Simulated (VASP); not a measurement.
# CoSi2 in VASP: notebook

CoSi2 is run at these levels: PBE; tasks: single point.

Program: VASP 6.6.1. These are calculated values, not measurements. Logs are shortened: lines on timing, memory, paths and dates and some standing lists are left out, and cuts for length are marked.

## (1) The cell of the first run

Symmetry: Fm-3m, No. 225, cubic system. The conventional cell has a = 5.092 Å, b = 5.092 Å, c = 5.092 Å, α = 90.00°, β = 90.00°, γ = 90.00°. Within 2.9 Å of Co (site symmetry m-3m) lie 8 Si at 2.20 Å. Si (site symmetry -43m) has 4 Co at 2.20 Å and 6 Si at 2.55 Å within 2.9 Å.

## (2) Single point, PBE (strain -0.050 along x and y, -0.050 along z)

Contents of INCAR:

```
SYSTEM = CoSi2
PREC = Accurate ; ENCUT = 520
EDIFF = 1E-7 ; ISMEAR = 0
SIGMA = 0.15 ; LREAL = .FALSE.
LASPH = .TRUE. ; NELM = 100
ALGO = Normal ; ISIF = 2
LWAVE = .FALSE. ; LCHARG = .FALSE.
GGA = PE ; NBANDS = 16
```

Contents of KPOINTS:

```
Automatic mesh
0
G
  16 16 16
  0 0 0
```

Contents of POSCAR:

```
CoSi2
1.0
    0.0000000000      2.5459421067      2.5459421067
    2.5459421067      0.0000000000      2.5459421067
    2.5459421067      2.5459421067      0.0000000000
Co Si
1 2
Direct
    0.0000000000      0.0000000000      0.0000000000
    0.2500000000      0.2500000000      0.2500000000
    0.7500000000      0.7500000000      0.7500000000
```

Potentials or basis: VASP PAW PBE potentials, release 64 (Co, Si).

Started as:

```
cat potpaw_PBE.64/Co/POTCAR potpaw_PBE.64/Si/POTCAR > POTCAR
mpirun -np 1 vasp_std > vasp.out
```

OUTCAR:

```text
SYSTEM = CoSi2
   PREC = Accurate
   ENCUT = 520
   EDIFF = 1E-7
   ISMEAR = 0
   LREAL = .FALSE.
   LASPH = .TRUE.
   NELM = 100
   ISIF = 2
   GGA = PE

 ion  position               nearest neighbor table
   1  0.000  0.000  0.000-   3 2.20   3 2.20   3 2.20   2 2.20   3 2.20   2 2.20   2 2.20   2 2.20

   2  0.250  0.250  0.250-   1 2.20   1 2.20   1 2.20   1 2.20   3 2.55   3 2.55   3 2.55   3 2.55
                             3 2.55   3 2.55
   3  0.750  0.750  0.750-   1 2.20   1 2.20   1 2.20   1 2.20   2 2.55   2 2.55   2 2.55   2 2.55
                             2 2.55   2 2.55

  LATTYP: Found a face centered cubic cell.
 ALAT       =     5.0918842134

  Lattice vectors:

 A1 = (   0.0000000000,   2.5459421067,   2.5459421067)
 A2 = (   2.5459421067,   0.0000000000,   2.5459421067)
 A3 = (   2.5459421067,   2.5459421067,   0.0000000000)

Analysis of symmetry for initial positions (statically):
=====================================================================
 Subroutine PRICEL returns:
 Original cell was already a primitive cell.

 Routine SETGRP: Setting up the symmetry group for a
 face centered cubic supercell.

 Subroutine GETGRP returns: Found 48 space group operations
 (whereof 48 operations were pure point group operations)
 out of a pool of 48 trial point group operations.

The static configuration has the point symmetry O_h .

Analysis of symmetry for dynamics (positions and initial velocities):
=====================================================================
 Subroutine PRICEL returns:
 Original cell was already a primitive cell.

 Routine SETGRP: Setting up the symmetry group for a
 face centered cubic supercell.

 Subroutine GETGRP returns: Found 48 space group operations
 (whereof 48 operations were pure point group operations)
 out of a pool of 48 trial point group operations.

The dynamic configuration has the point symmetry O_h .

 Subroutine INISYM returns: Found 48 space group operations
 (whereof 48 operations are pure point group operations),
 and found     1 'primitive' translations

----------------------------------------------------------------------------------------

                                     Primitive cell

  volume of cell :      33.0047

  direct lattice vectors                    reciprocal lattice vectors
     0.000000000  2.545942107  2.545942107    -0.196390954  0.196390954  0.196390954
     2.545942107  0.000000000  2.545942107     0.196390954 -0.196390954  0.196390954
     2.545942107  2.545942107  0.000000000     0.196390954  0.196390954 -0.196390954

  length of vectors
     3.600505856  3.600505856  3.600505856     0.340159111  0.340159111  0.340159111

  position of ions in fractional coordinates (direct lattice)
     0.000000000  0.000000000  0.000000000
     0.250000000  0.250000000  0.250000000
     0.750000000  0.750000000  0.750000000

  ion indices of the primitive-cell ions
   primitive index   ion index
                 1           1
                 2           2
                 3           3

----------------------------------------------------------------------------------------

 KPOINTS: Automatic mesh

Automatic generation of k-mesh.
 Grid dimensions read from file:
 generate k-points for:   16   16   16

 Generating k-lattice:

  Cartesian coordinates                     Fractional coordinates (reciprocal lattice)
    -0.012274435  0.012274435  0.012274435     0.062500000  0.000000000  0.000000000
     0.012274435 -0.012274435  0.012274435     0.000000000  0.062500000  0.000000000
     0.012274435  0.012274435 -0.012274435     0.000000000  0.000000000  0.062500000

  Length of vectors
     0.021259944  0.021259944  0.021259944

  Shift w.r.t. Gamma in fractional coordinates (k-lattice)
     0.000000000  0.000000000  0.000000000

 Subroutine IBZKPT returns following result:
 ===========================================

 Found    145 irreducible k-points:

 Following reciprocal coordinates:
            Coordinates               Weight
  0.000000  0.000000  0.000000      1.000000
  0.062500  0.000000  0.000000      8.000000
  0.125000  0.000000  0.000000      8.000000
  0.187500  0.000000  0.000000      8.000000
  0.250000  0.000000  0.000000      8.000000
  0.312500  0.000000  0.000000      8.000000
[... 16 lines left out ...]
 -0.125000  0.062500  0.000000     24.000000
 -0.062500  0.062500  0.000000     12.000000
 [... further k-points ...]
   k-points           NKPTS =    145   k-points in BZ     NKDIM =    145   number of bands    NBANDS=     16
   number of dos      NEDOS =    301   number of ions     NIONS =      3
   total plane-waves  NPLWV =  21952
   dimension x,y,z NGX =    28 NGY =   28 NGZ =   28
   dimension x,y,z NGXF=    56 NGYF=   56 NGZF=   56
   ions per type =               1   2
   NGX,Y,Z   is equivalent  to a cutoff of  12.93, 12.93, 12.93 a.u.
   NGXF,Y,Z  is equivalent  to a cutoff of  25.86, 25.86, 25.86 a.u.
 SYSTEM =  CoSi2
   PREC   = accura    normal or accurate (medium, high low for compatibility)
   ISTART =      0    job   : 0-new  1-cont  2-samecut
   ICHARG =      2    charge: 1-file 2-atom 10-const
   ISPIN  =      1    spin polarized calculation?
   LNONCOLLINEAR =      F non collinear calculations
   LSORBIT =      F    spin-orbit coupling
   LASPH  =      T    aspherical Exc in radial PAW
   ENCUT  =  520.0 eV  38.22 Ry    6.18 a.u.   6.69  6.69  6.69*2*pi/ulx,y,z
   NELM   =    100;   NELMIN=  2; NELMDL= -5     # of ELM steps
   EDIFF  = 0.1E-06   stopping-criterion for ELM
   LREAL  =      F    real-space projection
   EDIFFG = 0.1E-05   stopping-criterion for IOM
   NSW    =      0    number of steps for IOM
   IBRION =     -1    ionic relax: 0-MD 1-quasi-New 2-CG
   NFREE  =      0    steps in history (QN), initial steepest desc. (CG)
   ISIF   =      2    stress and relaxation
   ISYM   =      2    0-nonsym 1-usesym 2-fastsym
   POTIM  = 0.5000    time-step for ionic-motion
   TEBEG  =    0.0;   TEEND  =   0.0 temperature during run
   PSTRESS=    0.0 pullay stress
   NELECT =      17.0000    total number of electrons
   NUPDOWN=      -1.0000    fix difference up-down
   EMIN   =  10.00;   EMAX   =-10.00  energy-range for DOS
   EFERMI =   0.00;   METHOD = LEGACY
   ISMEAR =     0;   SIGMA  =   0.15  broadening in eV -4-tet -1-fermi 0-gaus
   EFERMI_NEDOS =   21; number of points for ismear=-14 and -15
   IALGO  =     38    algorithm
   IMIX   =      4    mixing-type and parameters
     AMIX     =   0.40;   BMIX     =  1.00
     AMIX_MAG =   1.60;   BMIX_MAG =  1.00
  volume/ion in A,a.u.               =      11.00        74.24
  Fermi-wavevector in a.u.,A,eV,Ry     =   1.312298  2.479884 23.430963  1.722127
  Thomas-Fermi vector in A             =   2.442700
   LORBIT       =      0    0 simple, 1 ext, 2 COOP (PROOUT), +10 PAW based schemes
   GGA     = PE    functional components
   LHFCALC =     F    Hartree Fock is set to
   AEXX    =    0.0000 exact exchange contribution
   IVDW    =     0    specifies the selected vdW correction
   LEPSILON=     F    determine dielectric tensor
   LRPA    =     F    only Hartree local field effects (RPA)
 non-spin polarized calculation
 Gauss-broadening in eV      SIGMA  =   0.15
  energy-cutoff  :      520.00
  volume of cell :       33.00
 maximum number of plane-waves:       911
   NGX = 13   NGY = 13   NGZ = 13

 number of electron      16.9999999 magnetization

 Free energy of the ion-electron system (eV)
  ---------------------------------------------------
  ext. energy  EPLUGINS =         0.00000000
  ---------------------------------------------------
  free energy    TOTEN  =       -18.72667919 eV

  energy without entropy =      -18.71689704  energy(sigma->0) =      -18.72178811

 E-fermi :  12.2582     XC(G=0): -12.4607

 val. band max:       12.2530036072   @ k =  -0.3750   0.1250   0.0000
 cond. band min:      12.2747375600   @ k =   0.3750   0.2500   0.0625
 fundamental gap:      0.0217339527
 Fermi energy:        12.2582356235

 k-point     1 :       0.0000    0.0000    0.0000
  band No.  band energies     occupation
      1      -2.0792      2.00000
      2       7.4660      2.00000
      3       7.4660      2.00000
      4       7.4660      2.00000
      5       9.8053      2.00000
      6       9.8053      2.00000
[... 8 lines left out ...]
     15      18.6794      0.00000
     16      18.6794      0.00000

 k-point     2 :       0.0625    0.0000    0.0000
  band No.  band energies     occupation
      1      -2.0125      2.00000
      2       7.3412      2.00000
      3       7.4903      2.00000
      4       7.4903      2.00000
      5       9.7835      2.00000
      6       9.7835      2.00000
[... 8 lines left out ...]
     15      18.3430      0.00000
     16      18.5803      0.00000

 k-point     3 :       0.1250    0.0000    0.0000
  band No.  band energies     occupation
      1      -1.8133      2.00000
      2       6.9797      2.00000
      3       7.5590      2.00000
      4       7.5590      2.00000
      5       9.7291      2.00000
      6       9.7291      2.00000
[... 8 lines left out ...]
     15      18.1378      0.00000
     16      18.7743      0.00000

 k-point     4 :       0.1875    0.0000    0.0000
  band No.  band energies     occupation
      1      -1.4840      2.00000
      2       6.4101      2.00000
      3       7.6596      2.00000
      4       7.6596      2.00000
      5       9.6723      2.00000
      6       9.6723      2.00000
[... 8 lines left out ...]
     15      18.4356      0.00000
     16      19.8085      0.00000

 k-point     5 :       0.2500    0.0000    0.0000
  band No.  band energies     occupation
      1      -1.0286      2.00000
      2       5.6671      2.00000
      3       7.7695      2.00000
      4       7.7695      2.00000
      5       9.6554      2.00000
      6       9.6554      2.00000
[... 8 lines left out ...]
     15      19.3876      0.00000
     16      20.8174      0.00000

 k-point     6 :       0.3125    0.0000    0.0000
  band No.  band energies     occupation
      1      -0.4539      2.00000
      2       4.7961      2.00000
      3       7.8618      2.00000
      4       7.8618      2.00000
      5       9.7187      2.00000
      6       9.7187      2.00000
[... 8 lines left out ...]
     15      20.4521      0.00000
     16      21.8315      0.00000

 k-point     7 :       0.3750    0.0000    0.0000
  band No.  band energies     occupation
      1       0.2296      2.00000
      2       3.8550      2.00000
      3       7.9188      2.00000
      4       7.9188      2.00000
      5       9.8760      2.00000
      6       9.8760      2.00000
[... 8 lines left out ...]
     15      21.5919      0.00000
     16      22.9053      0.00000

 k-point     8 :       0.4375    0.0000    0.0000
  band No.  band energies     occupation
      1       0.9989      2.00000
      2       2.9114      2.00000
      3       7.9437      2.00000
      4       7.9437      2.00000
      5       9.8030      2.00000
      6      10.0807      2.00000
[... 8 lines left out ...]
     15      22.7189      0.00000
     16      24.0058      0.00000

 k-point     9 :       0.5000    0.0000    0.0000
  band No.  band energies     occupation
      1       1.6248      2.00000
      2       2.2239      2.00000
      3       7.9498      2.00000
      4       7.9498      2.00000
      5       9.7160      2.00000
      6      10.1902      2.00000
[... 8 lines left out ...]
     15      23.3678      0.00000
     16      24.6863      0.00000
[... 172 lines left out ...]
 k-point    19 :      -0.3750    0.0625    0.0000
  band No.  band energies     occupation
      1       0.5343      2.00000
      2       3.5772      2.00000
      3       7.7540      2.00000
      4       8.0252      2.00000
      5       9.7235      2.00000
      6       9.8629      2.00000
[... 8 lines left out ...]
     15      22.0372      0.00000
     16      23.9061      0.00000

 k-point    20 :      -0.3125    0.0625    0.0000
  band No.  band energies     occupation
      1      -0.1806      2.00000
      2       4.5178      2.00000
      3       7.6944      2.00000
      4       8.0079      2.00000
      5       9.5223      2.00000
      6       9.9457      2.00000
[... 8 lines left out ...]
     15      20.9576      0.00000
     16      22.8782      0.00000

 k-point    21 :      -0.2500    0.0625    0.0000
  band No.  band energies     occupation
      1      -0.7922      2.00000
      2       5.4033      2.00000
      3       7.6274      2.00000
      4       7.9275      2.00000
      5       9.4445      2.00000
      6       9.8408      2.00000
[... 8 lines left out ...]
     15      19.9981      0.00000
     16      21.7536      0.00000

 k-point    22 :      -0.1875    0.0625    0.0000
  band No.  band energies     occupation
      1      -1.2876      2.00000
      2       6.1717      2.00000
      3       7.5573      2.00000
      4       7.7998      2.00000
      5       9.4804      2.00000
      6       9.7980      2.00000
[... 8 lines left out ...]
     15      19.2043      0.00000
     16      20.6208      0.00000

 k-point    23 :      -0.1250    0.0625    0.0000
  band No.  band energies     occupation
      1      -1.6591      2.00000
      2       6.7736      2.00000
      3       7.4986      2.00000
      4       7.6650      2.00000
      5       9.5802      2.00000
      6       9.7985      2.00000
[... 8 lines left out ...]
     15      18.8726      0.00000
     16      19.4555      0.00000

 k-point    24 :      -0.0625    0.0625    0.0000
  band No.  band energies     occupation
      1      -1.9017      2.00000
      2       7.1705      2.00000
      3       7.4733      2.00000
      4       7.5561      2.00000
      5       9.6933      2.00000
      6       9.8050      2.00000
[... 8 lines left out ...]
     15      18.1710      0.00000
     16      18.8994      0.00000

 [... further k-points ...]
[... 5 lines left out ...]
  --------------------------------------------------------------------------------------
  -------------------------------------------------------------------------------------
  Total        7.9643974      7.9643974      7.9643974     -0.0000000      0.0000000      0.0000000
  in kB      386.6232238    386.6232238    386.6232238     -0.0000000      0.0000000      0.0000000
  external PRESSURE =     386.6232238 kB  Pullay stress =       0.0000000 kB

 VOLUME and BASIS-vectors are now :
 -----------------------------------------------------------------------------
  energy-cutoff  :      520.00
  volume of cell :       33.00
      direct lattice vectors                 reciprocal lattice vectors
     0.000000000  2.545942107  2.545942107    -0.196390954  0.196390954  0.196390954
     2.545942107  0.000000000  2.545942107     0.196390954 -0.196390954  0.196390954
     2.545942107  2.545942107  0.000000000     0.196390954  0.196390954 -0.196390954

 POSITION                                       TOTAL-FORCE (eV/Angst)
 -----------------------------------------------------------------------------------
      0.00000      0.00000      0.00000         0.000000      0.000000      0.000000
      1.27297      1.27297      1.27297        -0.000000     -0.000000     -0.000000
      3.81891      3.81891      3.81891         0.000000     -0.000000      0.000000
 -----------------------------------------------------------------------------------
    total drift:                               -0.000000     -0.000000      0.000000

  FREE ENERGIE OF THE ION-ELECTRON SYSTEM (eV)
  ---------------------------------------------------
  free  energy   TOTEN  =       -18.7266791942 eV

  energy  without entropy=      -18.7168970353  energy(sigma->0) =      -18.72178811
```

Run time: 40 s. Hardware: 1 thread of Intel Xeon 6975P-C (Granite Rapids), shared host; peak memory 0.21 GiB.

Results:

* Free energy: -18.7267 eV
* Pressure: 38.7 GPa

Levels at points of the mesh, in eV from the Fermi level:
```csv
k point,band 5,band 6,band 7,band 8,band 9,band 10,band 11,band 12,band 13,band 14
"(0.00, 0.00, 0.00)",-2.45,-2.45,2.41,3.48,3.48,3.48,4.08,4.08,4.08,6.42
"(0.50, 0.00, 0.00)",-2.54,-2.07,-2.07,-0.52,-0.52,3.20,3.91,3.91,5.78,11.11
"(0.50, 0.50, 0.00)",-4.08,-2.40,-2.40,-2.36,-1.70,2.28,3.02,8.72,11.23,11.23
```

Caveat: the cell differs from its parent crystal (strain -0.050 along x and y, -0.050 along z). Spin polarisation is off, so any magnetic state and its effect on volume and gap are missing.

(Part 1 of 3 ends here.)
